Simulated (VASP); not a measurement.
# CdSe (R3m) in VASP: a series of runs

The runs below take CdSe through single point, with PBE.

Everything below comes from runs of VASP 6.6.1. Logs are shortened: lines on timing, memory, paths and dates and some standing lists are left out, and cuts for length are marked.

**1. The cell of the first run**

The structure is trigonal, space group R3m (No. 160). Conventional cell: a = 4.419 Å, b = 4.419 Å, c = 9.989 Å, α = 90.00°, β = 90.00°, γ = 120.00°. Within 3.3 Å of Cd (site symmetry 3m) lie 4 Se at 2.50 to 2.68 Å. Se (site symmetry 3m) has 4 Cd at 2.50 to 2.68 Å within 3.3 Å.

**2. Single point, PBE (28.16 Å³/atom)**

INCAR reads:

```
SYSTEM = CdSe
ALGO     = Normal         ! electronic algorithm
EDIFF    = 1E-6           ! SCF threshold, eV
ENCUT    = 520            ! plane-wave cutoff, eV
GGA      = PE             ! functional
ISIF     = 2              ! what is computed and relaxed
ISMEAR   = 0              ! smearing method
LASPH    = .True.         ! aspherical terms in the spheres
LCHARG   = .False.        ! write CHGCAR
LREAL    = .False.        ! projectors in reciprocal space
LWAVE    = .False.        ! write WAVECAR
NBANDS   = 16             ! bands
NELM     = 80             ! most SCF steps
PREC     = Accurate       ! precision mode
SIGMA    = 0.05           ! smearing width, eV
```

KPOINTS reads:

```
k-points
0
Gamma
  10 10 10
  0 0 0
```

POSCAR reads:

```
CdSe
1.0
    0.0000000000      3.1249030457      3.1249030457
    3.1249030457      0.0000000000      3.1249030457
    2.9640747023      2.9640747023      0.1608283434
Cd Se
1 1
Direct
    0.0000000000      0.0000000000      0.0000000000
    0.7500000000      0.7500000000      0.7500000000
```

Potentials or basis: VASP PAW PBE potentials, release 64 (Cd, Se).

Started as:

```
> cat potpaw_PBE.64/Cd/POTCAR potpaw_PBE.64/Se/POTCAR > POTCAR
> mpirun -np 1 vasp_std > vasp.out
```

OUTCAR:

```text
SYSTEM = CdSe
   EDIFF = 1E-6
   ENCUT = 520
   GGA = PE
   ISIF = 2
   ISMEAR = 0
   LASPH = .True.
   LREAL = .False.
   NELM = 80
   PREC = Accurate

 ion  position               nearest neighbor table
   1  0.000  0.000  0.000-   2 2.50   2 2.68   2 2.68   2 2.68
   2  0.750  0.750  0.750-   1 2.50   1 2.68   1 2.68   1 2.68

  LATTYP: Found a trigonal (rhomboedric) cell.
 ALAT       =     4.1949187641
 COS(alpha) =     0.4450856131

  Lattice vectors:

 A1 = (   2.9640747023,  -0.1608283434,  -2.9640747023)
 A2 = (  -0.1608283434,   2.9640747023,  -2.9640747023)
 A3 = (   2.9640747023,   2.9640747023,   0.1608283434)

Analysis of symmetry for initial positions (statically):
=====================================================================
 Subroutine PRICEL returns:
 Original cell was already a primitive cell.

 Routine SETGRP: Setting up the symmetry group for a
 trigonal (rhombohedral) supercell.

 Subroutine GETGRP returns: Found  6 space group operations
 (whereof  6 operations were pure point group operations)
 out of a pool of 12 trial point group operations.

The static configuration has the point symmetry C_3v.

Analysis of symmetry for dynamics (positions and initial velocities):
=====================================================================
 Subroutine PRICEL returns:
 Original cell was already a primitive cell.

 Routine SETGRP: Setting up the symmetry group for a
 trigonal (rhombohedral) supercell.

 Subroutine GETGRP returns: Found  6 space group operations
 (whereof  6 operations were pure point group operations)
 out of a pool of 12 trial point group operations.

The dynamic configuration has the point symmetry C_3v.

 Subroutine INISYM returns: Found  6 space group operations
 (whereof  6 operations are pure point group operations),
 and found     1 'primitive' translations

----------------------------------------------------------------------------------------

                                     Primitive cell

  volume of cell :      56.3180

  direct lattice vectors                    reciprocal lattice vectors
     0.000000000  3.124903046  3.124903046    -0.164466886  0.155543043  0.164466886
     3.124903046  0.000000000  3.124903046     0.155543043 -0.164466886  0.164466886
     2.964074702  2.964074702  0.160828343     0.173390728  0.173390728 -0.173390728

  length of vectors
     4.419280268  4.419280268  4.194918764     0.279807704  0.279807704  0.300321551

  position of ions in fractional coordinates (direct lattice)
     0.000000000  0.000000000  0.000000000
     0.750000000  0.750000000  0.750000000

  ion indices of the primitive-cell ions
   primitive index   ion index
                 1           1
                 2           2

----------------------------------------------------------------------------------------

 KPOINTS: k-points

Automatic generation of k-mesh.
 Grid dimensions read from file:
 generate k-points for:   10   10   10

 Generating k-lattice:

  Cartesian coordinates                     Fractional coordinates (reciprocal lattice)
    -0.016446689  0.015554304  0.016446689     0.100000000  0.000000000  0.000000000
     0.015554304 -0.016446689  0.016446689     0.000000000  0.100000000  0.000000000
     0.017339073  0.017339073 -0.017339073     0.000000000  0.000000000  0.100000000

  Length of vectors
     0.027980770  0.027980770  0.030032155

  Shift w.r.t. Gamma in fractional coordinates (k-lattice)
     0.000000000  0.000000000  0.000000000

 Subroutine IBZKPT returns following result:
 ===========================================

 Found    116 irreducible k-points:

 Following reciprocal coordinates:
            Coordinates               Weight
  0.000000  0.000000  0.000000      1.000000
  0.100000  0.000000  0.000000      6.000000
  0.200000  0.000000  0.000000      6.000000
  0.300000  0.000000 -0.000000      6.000000
  0.400000  0.000000 -0.000000      6.000000
  0.500000  0.000000  0.000000      3.000000
[... 16 lines left out ...]
  0.300000  0.300000  0.000000      6.000000
  0.400000  0.300000  0.000000     12.000000
 [... further k-points ...]
   k-points           NKPTS =    116   k-points in BZ     NKDIM =    116   number of bands    NBANDS=     16
   number of dos      NEDOS =    301   number of ions     NIONS =      2
   total plane-waves  NPLWV =  41472
   dimension x,y,z NGX =    36 NGY =   36 NGZ =   32
   dimension x,y,z NGXF=    72 NGYF=   72 NGZF=   64
   ions per type =               1   1
   NGX,Y,Z   is equivalent  to a cutoff of  13.54, 13.54, 12.68 a.u.
   NGXF,Y,Z  is equivalent  to a cutoff of  27.09, 27.09, 25.36 a.u.
 SYSTEM =  CdSe
   PREC   = accura    normal or accurate (medium, high low for compatibility)
   ISTART =      0    job   : 0-new  1-cont  2-samecut
   ICHARG =      2    charge: 1-file 2-atom 10-const
   ISPIN  =      1    spin polarized calculation?
   LNONCOLLINEAR =      F non collinear calculations
   LSORBIT =      F    spin-orbit coupling
   LASPH  =      T    aspherical Exc in radial PAW
   ENCUT  =  520.0 eV  38.22 Ry    6.18 a.u.   8.22  8.22  7.80*2*pi/ulx,y,z
   NELM   =     80;   NELMIN=  2; NELMDL= -5     # of ELM steps
   EDIFF  = 0.1E-05   stopping-criterion for ELM
   LREAL  =      F    real-space projection
   EDIFFG = 0.1E-04   stopping-criterion for IOM
   NSW    =      0    number of steps for IOM
   IBRION =     -1    ionic relax: 0-MD 1-quasi-New 2-CG
   NFREE  =      0    steps in history (QN), initial steepest desc. (CG)
   ISIF   =      2    stress and relaxation
   ISYM   =      2    0-nonsym 1-usesym 2-fastsym
   POTIM  = 0.5000    time-step for ionic-motion
   TEBEG  =    0.0;   TEEND  =   0.0 temperature during run
   PSTRESS=    0.0 pullay stress
   NELECT =      18.0000    total number of electrons
   NUPDOWN=      -1.0000    fix difference up-down
   EMIN   =  10.00;   EMAX   =-10.00  energy-range for DOS
   EFERMI =   0.00;   METHOD = LEGACY
   ISMEAR =     0;   SIGMA  =   0.05  broadening in eV -4-tet -1-fermi 0-gaus
   EFERMI_NEDOS =   21; number of points for ismear=-14 and -15
   IALGO  =     38    algorithm
   IMIX   =      4    mixing-type and parameters
     AMIX     =   0.40;   BMIX     =  1.00
     AMIX_MAG =   1.60;   BMIX_MAG =  1.00
  volume/ion in A,a.u.               =      28.16       190.03
  Fermi-wavevector in a.u.,A,eV,Ry     =   1.119309  2.115187 17.046089  1.252852
  Thomas-Fermi vector in A             =   2.255947
   LORBIT       =      0    0 simple, 1 ext, 2 COOP (PROOUT), +10 PAW based schemes
   GGA     = PE    functional components
   LHFCALC =     F    Hartree Fock is set to
   AEXX    =    0.0000 exact exchange contribution
   IVDW    =     0    specifies the selected vdW correction
   LEPSILON=     F    determine dielectric tensor
   LRPA    =     F    only Hartree local field effects (RPA)
 non-spin polarized calculation
 Gauss-broadening in eV      SIGMA  =   0.05
  energy-cutoff  :      520.00
  volume of cell :       56.32
 maximum number of plane-waves:      1539
 NGX is ok and might be reduce to    36
   NGX = 17   NGY = 17   NGZ = 15

 number of electron      17.9999998 magnetization

 Free energy of the ion-electron system (eV)
  ---------------------------------------------------
  ext. energy  EPLUGINS =         0.00000000
  ---------------------------------------------------
  free energy    TOTEN  =        -5.38857850 eV

  energy without entropy =       -5.38857850  energy(sigma->0) =       -5.38857850

 E-fermi :   1.1903     XC(G=0):  -8.8793

 val. band max:        0.9841198641   @ k =   0.0000   0.0000   0.0000
 cond. band min:       1.5810629898   @ k =   0.0000   0.0000   0.0000
 fundamental gap:      0.5969431257
 Fermi energy:         1.1903334438

 k-point     1 :       0.0000    0.0000    0.0000
  band No.  band energies     occupation
      1     -11.6775      2.00000
      2      -7.0732      2.00000
      3      -6.9917      2.00000
      4      -6.9917      2.00000
      5      -6.6381      2.00000
      6      -6.6381      2.00000
[... 8 lines left out ...]
     15      12.0813      0.00000
     16      12.0813      0.00000

 k-point     2 :       0.1000    0.0000    0.0000
  band No.  band energies     occupation
      1     -11.6449      2.00000
      2      -7.0609      2.00000
      3      -6.9835      2.00000
      4      -6.9629      2.00000
      5      -6.6387      2.00000
      6      -6.6376      2.00000
[... 8 lines left out ...]
     15      11.3812      0.00000
     16      11.8129      0.00000

 k-point     3 :       0.2000    0.0000    0.0000
  band No.  band energies     occupation
      1     -11.5585      2.00000
      2      -7.0304      2.00000
      3      -6.9638      2.00000
      4      -6.8687      2.00000
      5      -6.6380      2.00000
      6      -6.6338      2.00000
[... 8 lines left out ...]
     15      11.1857      0.00000
     16      11.5819      0.00000

 k-point     4 :       0.3000    0.0000   -0.0000
  band No.  band energies     occupation
      1     -11.4502      2.00000
      2      -6.9965      2.00000
      3      -6.9435      2.00000
      4      -6.7053      2.00000
      5      -6.6322      2.00000
      6      -6.6172      2.00000
[... 8 lines left out ...]
     15      11.0071      0.00000
     16      11.7225      0.00000
[... 324 lines left out ...]
 k-point    22 :      -0.2000    0.2000    0.0000
  band No.  band energies     occupation
      1     -11.4178      2.00000
      2      -6.9865      2.00000
      3      -6.9114      2.00000
      4      -6.7195      2.00000
      5      -6.6372      2.00000
      6      -6.5721      2.00000
[... 8 lines left out ...]
     15      12.1580      0.00000
     16      13.3044      0.00000

 k-point    23 :       0.3000    0.3000    0.0000
  band No.  band energies     occupation
      1     -11.3573      2.00000
      2      -6.9015      2.00000
      3      -6.8267      2.00000
      4      -6.8109      2.00000
      5      -6.6042      2.00000
      6      -6.5892      2.00000
[... 8 lines left out ...]
     15      12.7364      0.00000
     16      14.7216      0.00000

 k-point    24 :       0.4000    0.3000    0.0000
  band No.  band energies     occupation
      1     -11.2865      2.00000
      2      -6.8703      2.00000
      3      -6.8357      2.00000
      4      -6.7493      2.00000
      5      -6.5985      2.00000
      6      -6.4696      2.00000
[... 8 lines left out ...]
     15      13.0923      0.00000
     16      14.4801      0.00000

 [... further k-points ...]

------------------------ aborting loop because EDIFF is reached ----------------------------------------

  FORCE on cell =-STRESS in cart. coord.  units (eV):
  Direction    XX          YY          ZZ          XY          YZ          ZX
  --------------------------------------------------------------------------------------
  -------------------------------------------------------------------------------------
  Total        1.3156685      1.3156685      1.3156685      1.0407993     -1.0407993     -1.0407993
  in kB       37.4291401     37.4291401     37.4291401     29.6094510    -29.6094510    -29.6094510
  external PRESSURE =      37.4291401 kB  Pullay stress =       0.0000000 kB

 VOLUME and BASIS-vectors are now :
 -----------------------------------------------------------------------------
  energy-cutoff  :      520.00
  volume of cell :       56.32
      direct lattice vectors                 reciprocal lattice vectors
     0.000000000  3.124903046  3.124903046    -0.164466886  0.155543043  0.164466886
     3.124903046  0.000000000  3.124903046     0.155543043 -0.164466886  0.164466886
     2.964074702  2.964074702  0.160828343     0.173390728  0.173390728 -0.173390728

 POSITION                                       TOTAL-FORCE (eV/Angst)
 -----------------------------------------------------------------------------------
      0.00000      0.00000      0.00000        -0.496080     -0.496080      0.496080
      4.56673      4.56673      4.80798         0.496080      0.496080     -0.496080
 -----------------------------------------------------------------------------------
    total drift:                               -0.000202     -0.000202      0.000202

  FREE ENERGIE OF THE ION-ELECTRON SYSTEM (eV)
  ---------------------------------------------------
  free  energy   TOTEN  =        -5.3885784956 eV

  energy  without entropy=       -5.3885784956  energy(sigma->0) =       -5.38857850
```

It took 63 s on 1 thread of AMD EPYC 9R45 (Zen 5), shared host; peak memory 0.24 GiB.

What came out:

```
Free energy            : -5.3886 eV
Pressure               : 3.7 GPa
Largest force          : 0.859 eV/Å
Band gap on the k mesh : 0.60 eV
```

Forces on the atoms (eV/Å):
```
Cd  -0.496 -0.496  0.496
Se   0.496  0.496 -0.496
```

Caveat: the cell stands under pressure.

**3. Single point, PBE (28.16 Å³/atom)**

INCAR reads:

```
SYSTEM = CdSe
PREC = Accurate
ENCUT = 520
EDIFF = 1E-6
ISMEAR = 0
SIGMA = 0.05
LREAL = .False.
LASPH = .True.
NELM = 100
ALGO = Normal
ISIF = 2
LWAVE = .False.
LCHARG = .True.
GGA = PE
LELF = .True.
LVHAR = .True.
NBANDS = 16
```

KPOINTS reads:

```
regular mesh
0
Gamma
  10 10 10
  0 0 0
```

POSCAR reads:

```
CdSe
1.0
    0.0000000000      2.9618931328      2.9618931328
    2.9618931328      0.0000000000      2.9618931328
    3.1271667696      3.1271667696     -0.1652736368
Cd Se
1 1
Direct
    0.0000000000      0.0000000000      0.0000000000
    0.7500000000      0.7500000000      0.7500000000
```

Potentials or basis: VASP PAW PBE potentials, release 64 (Cd, Se).

Started as:

```
> cat potpaw_PBE.64/Cd/POTCAR potpaw_PBE.64/Se/POTCAR > POTCAR
> mpirun -np 1 vasp_std > vasp.out
```

Wall time 56 s (1 thread of AMD EPYC 9R45 (Zen 5), shared host); peak memory 0.23 GiB.

The run converged. Its results:

```yaml
Free_energy: -5.4016 eV
Pressure: 3.7 GPa
Largest_force: 0.509 eV/Å
Band_gap_on_the_k_mesh: 0.53 eV
```

Forces on the atoms (eV/Å):
```
Cd   0.294  0.294 -0.294
Se  -0.294 -0.294  0.294
```

Stress tensor (GPa, compression positive):
```
 3.66 -2.27  2.27
-2.27  3.66  2.27
 2.27  2.27  3.66
```

Levels at points of the mesh, in eV from the valence-band top:
| k point | band 5 | band 6 | band 7 | band 8 | band 9 | band 10 | band 11 | band 12 | band 13 | band 14 |
| --- | --- | --- | --- | --- | --- | --- | --- | --- | --- | --- |
| (0.00, 0.00, 0.00) | -7.67 | -7.67 | -0.36 | 0.00 | 0.00 | 0.53 | 5.29 | 6.19 | 6.19 | 9.72 |
| (0.50, 0.00, 0.00) | -7.64 | -7.35 | -4.50 | -0.96 | -0.88 | 2.19 | 5.97 | 6.57 | 7.40 | 9.91 |
| (0.50, 0.50, 0.00) | -7.61 | -7.31 | -4.18 | -2.11 | -1.74 | 2.94 | 3.78 | 8.71 | 10.17 | 10.29 |
| (0.00, 0.00, 0.50) | -7.65 | -7.45 | -4.43 | -0.58 | -0.58 | 2.63 | 6.67 | 6.67 | 6.95 | 10.17 |

Caveat: the cell stands under pressure.

**4. Single point, PBE (24.99 Å³/atom)**

This run uses another cell than the first one, of 24.99 Å³/atom.

INCAR reads:

```
PREC     = Accurate       # precision mode
ENCUT    = 520            # plane-wave cutoff, eV
EDIFF    = 1E-6           # SCF threshold, eV
ISMEAR   = 0              # smearing method
SIGMA    = 0.05           # smearing width, eV
LREAL    = F              # projectors in reciprocal space
LASPH    = T              # aspherical terms in the spheres
NELM     = 80             # most SCF steps
ALGO     = Normal         # electronic algorithm
ISIF     = 2              # what is computed and relaxed
LWAVE    = F              # write WAVECAR
LCHARG   = F              # write CHGCAR
GGA      = PE             # functional
NBANDS   = 16             # bands
```

KPOINTS reads:

```
regular mesh
0
Gamma
  10 10 10
```

POSCAR reads:

```
CdSe
1.0
    0.0000000000      2.8082571939      2.8082571939
    2.8082571939      0.0000000000      2.8082571939
    3.0482695754      3.0482695754     -0.2400123815
Cd Se
1 1
Direct
    0.0000000000      0.0000000000      0.0000000000
    0.7500000000      0.7500000000      0.7500000000
```

Started as:

```
> cat potpaw_PBE.64/Cd/POTCAR potpaw_PBE.64/Se/POTCAR > POTCAR
> mpirun -np 1 vasp_std > vasp.out
```

It took 2 min on 1 thread of Intel Xeon 8259CL, shared host; peak memory 0.24 GiB.

It converged, with:

```yaml
Free_energy: -4.9822 eV
Pressure: 13.9 GPa
Largest_force: 1.316 eV/Å
Band_gap_on_the_k_mesh: 0.58 eV
```

Forces on the atoms (eV/Å):
```
Cd   0.760  0.760 -0.760
Se  -0.760 -0.760  0.760
```

Stress tensor (GPa, compression positive):
```
13.95 -5.03  5.03
-5.03 13.95  5.03
 5.03  5.03 13.95
```

Levels at points of the mesh, in eV from the valence-band top:
```tsv
k point	band 6	band 7	band 8	band 9	band 10	band 11	band 12	band 13
(0.00, 0.00, 0.00)	-8.14	-0.68	0.00	0.00	0.58	4.92	6.31	6.31
(0.50, 0.00, 0.00)	-7.69	-5.36	-1.37	-1.16	2.12	5.69	6.60	7.53
(0.50, 0.50, 0.00)	-7.66	-4.88	-2.78	-2.11	2.52	3.85	8.85	10.73
(0.00, 0.00, 0.50)	-7.90	-5.26	-0.64	-0.64	2.93	6.80	6.80	7.00
```

Caveat: the cell stands under pressure; forces of over 1 eV/Å act on the atoms, so gaps and moduli don't describe the material at rest.

[end of part 1 of 2]
